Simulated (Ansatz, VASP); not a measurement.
**Ta: VASP beside Ansatz**

POSCAR

```
Ta
1.0
    2.8611730502      0.0000000000      0.0000000000
   -1.4305865251      2.4778485461      0.0000000000
    0.0000000000      0.0000000000      5.0964509272
Ta
2
Direct
    0.3333333333      0.6666666667      0.2500000000
    0.6666666667      0.3333333333      0.7500000000
```

File INCAR.step1:

```
  ALGO = Normal
  EDIFF = 1E-4
  ENCUT = 520
  GGA = PE
  ISMEAR = -1
  LASPH = True
  LCHARG = False
  LREAL = False
  LWAVE = True
  NBANDS = 18
  NELM = 100
  PREC = Accurate
  SIGMA = 0.05
```

Contents of INCAR.step2:

```
  ALGO = Normal
  EDIFF = 1E-7
  ENCUT = 520
  ISIF = 2
  ISMEAR = -1
  ISTART = 1
  LASPH = True
  LCHARG = False
  LMIXTAU = True
  LREAL = False
  LWAVE = False
  METAGGA = R2SCAN
  NBANDS = 18
  NELM = 100
  PREC = Accurate
  SIGMA = 0.05
```

The input KPOINTS:

```
k-points
0
Gamma
  11 11 5
```

The input input.yaml:

```yaml
crystal:
  lattice:
    - [2.8611730502, 0.0, 0.0]
    - [-1.4305865251, 2.4778485461, 0.0]
    - [0.0, 0.0, 5.0964509272]
  atoms:
    - { symbol: Ta, position: [0.3333333333, 0.6666666667, 0.25] }
    - { symbol: Ta, position: [0.6666666667, 0.3333333333, 0.75] }
hamiltonian:
  xc: r2scan
  pseudopotentials: { kind: paw }
kpoints:
  mp_grid: { grid: [11, 11, 5] }
scf:
  occupations: { method: fermi_dirac, width: 0.05 }
output:
  forces: true
  stress: true
  eigenvalues: true
  write_density: true
  write_potential: true
  elf: true
  volumetric_format: npy
```

Alike in both runs: task single point; functional r2SCAN; k mesh 11 × 11 × 5; occupations fermi-dirac, width 0.05 eV; no spin polarisation.

|  | VASP | Ansatz |
| --- | --- | --- |
| version | VASP 6.6.1 | Ansatz 0.2.0 |
| potentials or method | VASP PAW PBE potentials, release 64 (Ta_pv) | Ansatz PAW |
| plane-wave cutoff (eV) | 520 | 500 |
| valence electrons in the cell | 22 | 26 |

|  | VASP | Ansatz | Ansatz less VASP |
| --- | --- | --- | --- |
| gap on the k mesh at the Fermi level (eV) | none | none | - |
| pressure (GPa) | 5.2 | 4.5 | -0.62 |
| traceless stress, the component that is largest in VASP (GPa) | 0.65 | 0.62 | -0.031 |

VASP's potentials were made for PBE, not for r2SCAN. A gap of «none» marks a metal or a gap that the smearing closes. VASP's potentials hold 22 valence electrons a cell and Ansatz's 26, so a difference there can come from the potentials and not from the codes.

Spin-orbit coupling is off throughout.
